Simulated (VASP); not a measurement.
Write the native input for VASP 6.6.1 that does the following.

| Quantity | Value |
| --- | --- |
| Task | single point |
| Functional | PBEsol |
| Potentials or basis | VASP PAW PBE potentials, release 64 (B, As) |
| Cutoff | 520 eV |
| k mesh | 6 × 6 × 6 |
| Occupations | gaussian, width 0.02 eV |
| Spin | no spin polarisation |
| Dipole correction | no |
| Further INCAR settings | ALGO = Normal; EDIFF = 1e-06; NBANDS = 36 |

The structure of B6As lies in POSCAR:

```
B6As
1.0
    3.0614183768      1.7675107240      3.9479069006
   -3.0614183768      1.7675107240      3.9479069006
    0.0000000000     -3.5350214479      3.9479069006
B As
12 2
Direct
    0.0156621731      0.0156621731      0.3246875850
    0.0156621731      0.3246875850      0.0156621731
    0.8217888295      0.2725960786      0.8217888295
    0.8217888295      0.8217888295      0.2725960786
    0.2725960786      0.8217888295      0.8217888295
    0.7274039214      0.1782111705      0.1782111705
    0.1782111705      0.7274039214      0.1782111705
    0.1782111705      0.1782111705      0.7274039214
    0.9843378269      0.6753124150      0.9843378269
    0.9843378269      0.9843378269      0.6753124150
    0.6753124150      0.9843378269      0.9843378269
    0.3246875850      0.0156621731      0.0156621731
    0.6008011050      0.6008011050      0.6008011050
    0.3991988950      0.3991988950      0.3991988950
```

These files were run (other wordings do the same):

INCAR

```
SYSTEM = B6As
ALGO     = Normal         ! electronic algorithm
EDIFF    = 1E-6           ! SCF threshold, eV
ENCUT    = 520            ! plane-wave cutoff, eV
GGA      = PS             ! functional
ISIF     = 2              ! what is computed and relaxed
ISMEAR   = 0              ! smearing method
LASPH    = .TRUE.         ! aspherical terms in the spheres
LCHARG   = .FALSE.        ! write CHGCAR
LREAL    = .FALSE.        ! projectors in reciprocal space
LWAVE    = .FALSE.        ! write WAVECAR
NBANDS   = 36             ! bands
NELM     = 100            ! most SCF steps
PREC     = Accurate       ! precision mode
SIGMA    = 0.02           ! smearing width, eV
```

KPOINTS

```
k-points
0
G
  6 6 6
  0 0 0
```

Potentials or basis: VASP PAW PBE potentials, release 64 (B, As).

Command:

```console
$ cat potpaw_PBE.64/B/POTCAR potpaw_PBE.64/As/POTCAR > POTCAR
$ mpirun -np 1 vasp_std > vasp.out
```

It gave:

```json
{"Pressure": "0.6 GPa", "Largest force": "0.035 eV/Å", "Band gap on the k mesh": "2.62 eV (least direct gap 2.66 eV)"}
```

Caveat: the PAW data sets were made with another functional, which shifts forces and pressure a little.

Wall time 2.3 min on 1 thread of Intel(R) Xeon(R) Platinum 8488C (Sapphire Rapids), with other jobs on the host, peak memory 0.3 GiB.
